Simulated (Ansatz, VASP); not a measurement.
## Hf: VASP beside Ansatz

The input POSCAR:

```
Hf
1.0
   -1.7710034344      1.7710034344      1.7710034344
    1.7710034344     -1.7710034344      1.7710034344
    1.7710034344      1.7710034344     -1.7710034344
Hf
1
Direct
    0.0000000000      0.0000000000      0.0000000000
```

File INCAR.step1:

```
PREC = Accurate ; ENCUT = 520
ISMEAR = -1 ; SIGMA = 0.1
LREAL = False ; LASPH = True
NELM = 150 ; MAGMOM = 0 0 0
LSORBIT = True ; GGA_COMPAT = False
LMAXMIX = 4 ; NBANDS = 21
GGA = PE ; ALGO = Normal
EDIFF = 1E-4 ; LWAVE = True
LCHARG = False
```

The input INCAR.step2:

```
PREC = Accurate ; ENCUT = 520
EDIFF = 1E-6 ; ISMEAR = -1
SIGMA = 0.1 ; LREAL = False
LASPH = True ; NELM = 150
ALGO = Normal ; ISIF = 2
LWAVE = False ; LCHARG = True
MAGMOM = 0 0 0 ; LORBIT = 11
LSORBIT = True ; GGA_COMPAT = False
LORBMOM = True ; LMAXMIX = 4
METAGGA = R2SCAN ; LMIXTAU = True
LVHAR = True ; NBANDS = 21
ISTART = 1
```

File KPOINTS:

```
Automatic mesh
0
Gamma
  12 12 12
```

Input for Ansatz:

```yaml
crystal:
  lattice:
    - [-1.7710034344, 1.7710034344, 1.7710034344]
    - [1.7710034344, -1.7710034344, 1.7710034344]
    - [1.7710034344, 1.7710034344, -1.7710034344]
  atoms:
    - { symbol: Hf, position: [0.0, 0.0, 0.0] }
hamiltonian:
  xc: r2scan
  pseudopotentials:
    kind: paw_fr
    azcp:
      Hf: "pseudopotentials/Hf.paw.azcp"
basis:
  ecutwfc: 500
  fft_grid_basis: typed
kpoints:
  mp_grid: { grid: [12, 12, 12], shift: [0, 0, 0] }
magnetization:
  noncollinear: true
  spin_orbit: true
scf:
  occupations: { method: fermi_dirac, width: 0.1 }
output:
  write_density: true
  write_potential: true
  elf: true
  volumetric_format: npy
```

Alike in both runs: task single point; functional r2SCAN; k mesh 12 × 12 × 12; occupations fermi-dirac, width 0.1 eV; non-collinear spin, spin-orbit coupling.

```csv
,VASP,Ansatz
version,VASP 6.6.1,Ansatz 0.2.0
potentials or method,"VASP PAW PBE potentials, release 64 (Hf_pv), cutoff 520 eV","plane waves (500 eV) with PAW, fully relativistic with spin-orbit coupling"
valence electrons in the cell,10,26
```

|  | VASP | Ansatz | Ansatz less VASP |
| --- | --- | --- | --- |
| net moment per atom (μB) | 0.00 | 0.00 | 0.000 |

VASP's potentials were made for PBE, not for r2SCAN. VASP's potentials hold 10 valence electrons a cell and Ansatz's 26, so a difference there can come from the potentials and not from the codes.
